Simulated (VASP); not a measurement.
# NaF: single point with PBE

Crystal: NaF.

```
CELL_PARAMETERS angstrom
0.00000 2.32330 2.32330
2.32330 0.00000 2.32330
2.32330 2.32330 0.00000
ATOMIC_POSITIONS crystal
Na 0.00000 0.00000 0.00000
F 0.50000 0.50000 0.50000
```

```json
{
 "Program": "VASP 6.6.1",
 "Task": "single point",
 "Functional": "PBE",
 "Potentials or basis": "VASP PAW PBE potentials, release 64 (Na_pv, F)",
 "Cutoff": "520 eV",
 "k mesh": "6 × 6 × 6",
 "Occupations": "fermi-dirac, width 0.03 eV",
 "Spin": "no spin polarisation"
}
```

```
Pressure               : 1.6 GPa
Band gap on the k mesh : 6.26 eV, direct
```

Levels at points of the mesh, in eV from the valence-band top:
| k point | band 3 | band 4 | band 5 | band 6 | band 7 | band 8 | band 9 | band 10 | band 11 | band 12 |
| --- | --- | --- | --- | --- | --- | --- | --- | --- | --- | --- |
| (0.00, 0.00, 0.00) | -18.97 | -18.97 | 0.00 | 0.00 | 0.00 | 6.26 | 18.92 | 18.92 | 18.92 | 21.76 |
| (0.50, 0.00, 0.00) | -18.98 | -18.20 | -1.57 | -0.25 | -0.25 | 10.73 | 12.40 | 20.02 | 20.02 | 22.82 |
| (0.50, 0.50, 0.00) | -19.02 | -18.91 | -1.26 | -0.40 | -0.40 | 13.09 | 13.28 | 13.52 | 19.66 | 19.66 |

Run time: 3 s on 1 thread of AMD EPYC 9R45 96-Core Processor (Zen 5), on a shared host, peak memory 0.1 GiB.

As with any semilocal functional, this PBE gap is likely too small.
